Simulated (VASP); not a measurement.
# Pb (Fm-3m) in VASP: notebook

The runs below take Pb through single point, relaxation of cell and atoms, with PBE.

All numbers are computed with VASP 6.6.1; they aren't measurements. Logs are shortened: lines on timing, memory, paths and dates and some standing lists are left out, and cuts for length are marked.

### Step 1. The cell of the first run

The structure is cubic, space group Fm-3m (No. 225). Conventional cell: a = 5.041 Å, b = 5.041 Å, c = 5.041 Å, α = 90.00°, β = 90.00°, γ = 90.00°. Within 4.7 Å of Pb (site symmetry m-3m) lie 12 Pb at 3.56 Å.

### Step 2. Single point, PBE

INCAR

```
  PREC = Accurate
  ENCUT = 520
  EDIFF = 1E-7
  ISMEAR = -1
  SIGMA = 0.15
  LREAL = False
  LASPH = True
  NELM = 80
  ALGO = Normal
  ISIF = 2
  LWAVE = False
  LCHARG = True
  GGA = PE
  LELF = True
  LVHAR = True
  NBANDS = 13
```

KPOINTS

```
regular mesh
0
Gamma
  16 16 16
```

POSCAR

```
Pb
1.0
    0.0000000000      2.5205023306      2.5205023306
    2.5205023306      0.0000000000      2.5205023306
    2.5205023306      2.5205023306      0.0000000000
Pb
1
Direct
    0.0000000000      0.0000000000      0.0000000000
```

Potentials or basis: VASP PAW PBE potentials, release 64 (Pb_d).

On the command line:

```sh
$ cat potpaw_PBE.64/Pb_d/POTCAR > POTCAR
$ mpirun -np 1 vasp_std > vasp.out
```

OUTCAR:

```text
PREC = Accurate
   ENCUT = 520
   EDIFF = 1E-7
   ISMEAR = -1
   LREAL = False
   LASPH = True
   NELM = 80
   ISIF = 2
   GGA = PE

 ion  position               nearest neighbor table
   1  0.000  0.000  0.000-

  LATTYP: Found a face centered cubic cell.
 ALAT       =     5.0410046612

  Lattice vectors:

 A1 = (   0.0000000000,   2.5205023306,   2.5205023306)
 A2 = (   2.5205023306,   0.0000000000,   2.5205023306)
 A3 = (   2.5205023306,   2.5205023306,   0.0000000000)

Analysis of symmetry for initial positions (statically):
=====================================================================
 Subroutine PRICEL returns:
 Original cell was already a primitive cell.

 Routine SETGRP: Setting up the symmetry group for a
 face centered cubic supercell.

 Subroutine GETGRP returns: Found 48 space group operations
 (whereof 48 operations were pure point group operations)
 out of a pool of 48 trial point group operations.

The static configuration has the point symmetry O_h .

Analysis of symmetry for dynamics (positions and initial velocities):
=====================================================================
 Subroutine PRICEL returns:
 Original cell was already a primitive cell.

 Routine SETGRP: Setting up the symmetry group for a
 face centered cubic supercell.

 Subroutine GETGRP returns: Found 48 space group operations
 (whereof 48 operations were pure point group operations)
 out of a pool of 48 trial point group operations.

The dynamic configuration has the point symmetry O_h .

 Subroutine INISYM returns: Found 48 space group operations
 (whereof 48 operations are pure point group operations),
 and found     1 'primitive' translations

----------------------------------------------------------------------------------------

                                     Primitive cell

  volume of cell :      32.0252

  direct lattice vectors                    reciprocal lattice vectors
     0.000000000  2.520502331  2.520502331    -0.198373155  0.198373155  0.198373155
     2.520502331  0.000000000  2.520502331     0.198373155 -0.198373155  0.198373155
     2.520502331  2.520502331  0.000000000     0.198373155  0.198373155 -0.198373155

  length of vectors
     3.564528580  3.564528580  3.564528580     0.343592384  0.343592384  0.343592384

  position of ions in fractional coordinates (direct lattice)
     0.000000000  0.000000000  0.000000000

  ion indices of the primitive-cell ions
   primitive index   ion index
                 1           1

----------------------------------------------------------------------------------------

 KPOINTS: regular mesh

Automatic generation of k-mesh.
 Grid dimensions read from file:
 generate k-points for:   16   16   16

 Generating k-lattice:

  Cartesian coordinates                     Fractional coordinates (reciprocal lattice)
    -0.012398322  0.012398322  0.012398322     0.062500000  0.000000000  0.000000000
     0.012398322 -0.012398322  0.012398322     0.000000000  0.062500000  0.000000000
     0.012398322  0.012398322 -0.012398322     0.000000000  0.000000000  0.062500000

  Length of vectors
     0.021474524  0.021474524  0.021474524

  Shift w.r.t. Gamma in fractional coordinates (k-lattice)
     0.000000000  0.000000000  0.000000000

 Subroutine IBZKPT returns following result:
 ===========================================

 Found    145 irreducible k-points:

 Following reciprocal coordinates:
            Coordinates               Weight
  0.000000  0.000000  0.000000      1.000000
  0.062500  0.000000  0.000000      8.000000
  0.125000  0.000000  0.000000      8.000000
  0.187500  0.000000  0.000000      8.000000
  0.250000  0.000000  0.000000      8.000000
  0.312500  0.000000  0.000000      8.000000
[... 16 lines left out ...]
 -0.125000  0.062500  0.000000     24.000000
 -0.062500  0.062500  0.000000     12.000000
 [... further k-points ...]
   k-points           NKPTS =    145   k-points in BZ     NKDIM =    145   number of bands    NBANDS=     13
   number of dos      NEDOS =    301   number of ions     NIONS =      1
   total plane-waves  NPLWV =  21952
   dimension x,y,z NGX =    28 NGY =   28 NGZ =   28
   dimension x,y,z NGXF=    56 NGYF=   56 NGZF=   56
   ions per type =               1
   NGX,Y,Z   is equivalent  to a cutoff of  13.06, 13.06, 13.06 a.u.
   NGXF,Y,Z  is equivalent  to a cutoff of  26.12, 26.12, 26.12 a.u.
 SYSTEM =  unknown system
   PREC   = accura    normal or accurate (medium, high low for compatibility)
   ISTART =      0    job   : 0-new  1-cont  2-samecut
   ICHARG =      2    charge: 1-file 2-atom 10-const
   ISPIN  =      1    spin polarized calculation?
   LNONCOLLINEAR =      F non collinear calculations
   LSORBIT =      F    spin-orbit coupling
   LASPH  =      T    aspherical Exc in radial PAW
   ENCUT  =  520.0 eV  38.22 Ry    6.18 a.u.   6.63  6.63  6.63*2*pi/ulx,y,z
   NELM   =     80;   NELMIN=  2; NELMDL= -5     # of ELM steps
   EDIFF  = 0.1E-06   stopping-criterion for ELM
   LREAL  =      F    real-space projection
   EDIFFG = 0.1E-05   stopping-criterion for IOM
   NSW    =      0    number of steps for IOM
   IBRION =     -1    ionic relax: 0-MD 1-quasi-New 2-CG
   NFREE  =      0    steps in history (QN), initial steepest desc. (CG)
   ISIF   =      2    stress and relaxation
   ISYM   =      2    0-nonsym 1-usesym 2-fastsym
   POTIM  = 0.5000    time-step for ionic-motion
   TEBEG  =    0.0;   TEEND  =   0.0 temperature during run
   PSTRESS=    0.0 pullay stress
   NELECT =      14.0000    total number of electrons
   NUPDOWN=      -1.0000    fix difference up-down
   EMIN   =  10.00;   EMAX   =-10.00  energy-range for DOS
   EFERMI =   0.00;   METHOD = LEGACY
   ISMEAR =    -1;   SIGMA  =   0.15  broadening in eV -4-tet -1-fermi 0-gaus
   EFERMI_NEDOS =   21; number of points for ismear=-14 and -15
   IALGO  =     38    algorithm
   IMIX   =      4    mixing-type and parameters
     AMIX     =   0.40;   BMIX     =  1.00
     AMIX_MAG =   1.60;   BMIX_MAG =  1.00
  volume/ion in A,a.u.               =      32.03       216.12
  Fermi-wavevector in a.u.,A,eV,Ry     =   1.242473  2.347934 21.003857  1.543740
  Thomas-Fermi vector in A             =   2.376826
   LORBIT       =      0    0 simple, 1 ext, 2 COOP (PROOUT), +10 PAW based schemes
   GGA     = PE    functional components
   LHFCALC =     F    Hartree Fock is set to
   AEXX    =    0.0000 exact exchange contribution
   IVDW    =     0    specifies the selected vdW correction
   LEPSILON=     F    determine dielectric tensor
   LRPA    =     F    only Hartree local field effects (RPA)
 non-spin polarized calculation
  energy-cutoff  :      520.00
  volume of cell :       32.03
 maximum number of plane-waves:       887
   NGX = 13   NGY = 13   NGZ = 13

 number of electron      14.0000003 magnetization

 Free energy of the ion-electron system (eV)
  ---------------------------------------------------
  ext. energy  EPLUGINS =         0.00000000
  ---------------------------------------------------
  free energy    TOTEN  =        -3.58389387 eV

  energy without entropy =       -3.54464750  energy(sigma->0) =       -3.56427068

 E-fermi :   6.7136     XC(G=0):  -9.9255

 val. band max:        6.7111343450   @ k =  -0.4375   0.3750   0.0625
 cond. band min:       6.7141778303   @ k =  -0.3125   0.2500   0.0000
 fundamental gap:      0.0030434852
 Fermi energy:         6.7136028043

 k-point     1 :       0.0000    0.0000    0.0000
  band No.  band energies     occupation
      1     -10.3526      2.00000
      2     -10.3526      2.00000
      3     -10.3526      2.00000
      4     -10.2347      2.00000
      5     -10.2347      2.00000
      6      -4.7107      2.00000
      7      13.6780      0.00000
      8      13.6780      0.00000
      9      13.6780      0.00000
     10      16.4091      0.00000
     11      17.3350      0.00000
     12      18.7761      0.00000
     13      18.7761      0.00000

 k-point     2 :       0.0625    0.0000    0.0000
  band No.  band energies     occupation
      1     -10.3525      2.00000
      2     -10.3477      2.00000
      3     -10.3477      2.00000
      4     -10.2350      2.00000
      5     -10.2350      2.00000
      6      -4.6398      2.00000
      7      12.7695      0.00000
      8      13.5883      0.00000
      9      13.5883      0.00000
     10      16.1781      0.00000
     11      17.8111      0.00000
     12      18.9364      0.00000
     13      18.9364      0.00000

 k-point     3 :       0.1250    0.0000    0.0000
  band No.  band energies     occupation
      1     -10.3527      2.00000
      2     -10.3357      2.00000
      3     -10.3357      2.00000
      4     -10.2340      2.00000
      5     -10.2340      2.00000
      6      -4.4271      2.00000
      7      11.0183      0.00000
      8      13.3520      0.00000
      9      13.3520      0.00000
     10      15.8515      0.00000
     11      18.6219      0.00000
     12      19.3420      0.00000
     13      19.3420      0.00000

 k-point     4 :       0.1875    0.0000    0.0000
  band No.  band energies     occupation
      1     -10.3539      2.00000
      2     -10.3246      2.00000
      3     -10.3246      2.00000
      4     -10.2253      2.00000
      5     -10.2253      2.00000
      6      -4.0741      2.00000
      7       9.1511      0.00000
      8      13.0376      0.00000
      9      13.0376      0.00000
     10      15.5921      0.00000
     11      18.7697      0.00000
     12      19.2655      0.00000
     13      19.2655      0.00000

 k-point     5 :       0.2500    0.0000    0.0000
  band No.  band energies     occupation
      1     -10.3567      2.00000
      2     -10.3224      2.00000
      3     -10.3224      2.00000
      4     -10.2039      2.00000
      5     -10.2039      2.00000
      6      -3.5868      2.00000
      7       7.3545      0.02751
      8      12.7077      0.00000
      9      12.7077      0.00000
     10      15.4269      0.00000
     11      17.9354      0.00000
     12      18.6980      0.00000
     13      18.6980      0.00000
[... 257 lines left out ...]
 k-point    22 :      -0.1875    0.0625    0.0000
  band No.  band energies     occupation
      1     -10.3556      2.00000
      2     -10.3185      2.00000
      3     -10.3175      2.00000
      4     -10.2363      2.00000
      5     -10.2048      2.00000
      6      -3.8638      2.00000
      7       8.5530      0.00001
      8      11.7810      0.00000
      9      13.3984      0.00000
     10      15.9898      0.00000
     11      17.8653      0.00000
     12      18.6297      0.00000
     13      19.3350      0.00000

 k-point    23 :      -0.1250    0.0625    0.0000
  band No.  band energies     occupation
      1     -10.3553      2.00000
      2     -10.3285      2.00000
      3     -10.3241      2.00000
      4     -10.2435      2.00000
      5     -10.2217      2.00000
      6      -4.2620      2.00000
      7      10.3488      0.00000
      8      12.1989      0.00000
      9      13.6664      0.00000
     10      16.0961      0.00000
     11      18.4753      0.00000
     12      18.7743      0.00000
     13      19.0298      0.00000

 k-point    24 :      -0.0625    0.0625    0.0000
  band No.  band energies     occupation
      1     -10.3546      2.00000
      2     -10.3418      2.00000
      3     -10.3364      2.00000
      4     -10.2403      2.00000
      5     -10.2301      2.00000
      6      -4.5216      2.00000
      7      11.9483      0.00000
      8      12.8088      0.00000
      9      13.7389      0.00000
     10      16.1240      0.00000
     11      18.0441      0.00000
     12      18.8668      0.00000
     13      19.6509      0.00000

 [... further k-points ...]

------------------------ aborting loop because EDIFF is reached ----------------------------------------

  FORCE on cell =-STRESS in cart. coord.  units (eV):
  Direction    XX          YY          ZZ          XY          YZ          ZX
  --------------------------------------------------------------------------------------
  -------------------------------------------------------------------------------------
  Total       -0.0126790     -0.0126790     -0.0126790     -0.0000000     -0.0000000     -0.0000000
  in kB       -0.6343138     -0.6343138     -0.6343138     -0.0000000     -0.0000000     -0.0000000
  external PRESSURE =      -0.6343138 kB  Pullay stress =       0.0000000 kB

 VOLUME and BASIS-vectors are now :
 -----------------------------------------------------------------------------
  energy-cutoff  :      520.00
  volume of cell :       32.03
      direct lattice vectors                 reciprocal lattice vectors
     0.000000000  2.520502331  2.520502331    -0.198373155  0.198373155  0.198373155
     2.520502331  0.000000000  2.520502331     0.198373155 -0.198373155  0.198373155
     2.520502331  2.520502331  0.000000000     0.198373155  0.198373155 -0.198373155

 POSITION                                       TOTAL-FORCE (eV/Angst)
 -----------------------------------------------------------------------------------
      0.00000      0.00000      0.00000        -0.000000      0.000000     -0.000000
 -----------------------------------------------------------------------------------
    total drift:                               -0.000000     -0.000000     -0.000000

  FREE ENERGIE OF THE ION-ELECTRON SYSTEM (eV)
  ---------------------------------------------------
  free  energy   TOTEN  =        -3.5838938673 eV

  energy  without entropy=       -3.5446475016  energy(sigma->0) =       -3.56427068
```

Run time: 21 s. Hardware: 1 thread of Intel Xeon 6975P-C (Granite Rapids), shared host; peak memory 0.19 GiB.

What came out:

| Quantity | Value |
| --- | --- |
| Free energy | -3.5839 eV |
| Pressure | -0.1 GPa |
| Band gap on the k mesh | zero (bands 7 and 8 overlap by 8.56 eV) |

Caveat: spin-orbit coupling is left out, which moves the levels of the heavy elements.

### Step 3. Relaxation of cell and atoms, PBE

INCAR

```
PREC = Accurate
ENCUT = 600
EDIFF = 1E-7
ISMEAR = -1
SIGMA = 0.15
LREAL = F
LASPH = T
NELM = 60
ALGO = Fast
ISIF = 3
LWAVE = F
LCHARG = F
GGA = PE
IBRION = 2
NSW = 80
EDIFFG = -0.001
```

KPOINTS is that of step 2.

POSCAR

```
Pb
1.0
    0.0000000000      2.5209979027      2.5209979027
    2.5209979027      0.0000000000      2.5209979027
    2.5209979027      2.5209979027      0.0000000000
Pb
1
Direct
    0.0000000000      0.0000000000      0.0000000000
```

Potentials or basis: VASP PAW PBE potentials, release 64 (Pb_d).

On the command line:

```sh
$ cat potpaw_PBE.64/Pb_d/POTCAR > POTCAR
$ mpirun -np 1 vasp_std > vasp.out
```

Run time: 89 s. Hardware: 1 thread of Intel Xeon 6975P-C (Granite Rapids), shared host; peak memory 0.2 GiB.

The run converged. Its results:

```
Free energy                           : -3.5839 eV
Relaxed volume                        : 32.02 Å³/atom
Relaxed cell                          : a = 3.565 Å, b = 3.565 Å, c = 3.565 Å, α = 60.00°, β = 60.00°, γ = 60.00°
Space group after relaxing (to 0.1 Å) : Fm-3m (No. 225)
Energy gained by relaxing             : 0.0 meV/atom
Ionic steps                           : 7
Pressure after relaxing               : 0.0 GPa
Band gap on the k mesh                : zero (bands 7 and 8 overlap by 8.56 eV)
```

Final structure:
```yaml
crystal:
  lattice:
    - [0.00000, 2.52049, 2.52049]
    - [2.52049, 0.00000, 2.52049]
    - [2.52049, 2.52049, 0.00000]
  atoms:
    - { symbol: Pb, position: [0.00000, 0.00000, 0.00000] }
```

Levels at points of the mesh, in eV from the Fermi level:
```csv
k point,band 3,band 4,band 5,band 6,band 7,band 8,band 9,band 10,band 11
"(0.00, 0.00, 0.00)",-17.07,-16.95,-16.95,-11.42,6.96,6.96,6.96,9.70,10.62
"(0.50, 0.00, 0.00)",-17.06,-16.83,-16.83,-8.11,-3.97,5.25,5.25,8.96,9.17
"(0.50, 0.50, 0.00)",-16.84,-16.80,-16.80,-6.83,-3.09,1.96,1.96,5.20,6.45
```

Caveat: spin-orbit coupling is left out, which moves the levels of the heavy elements.
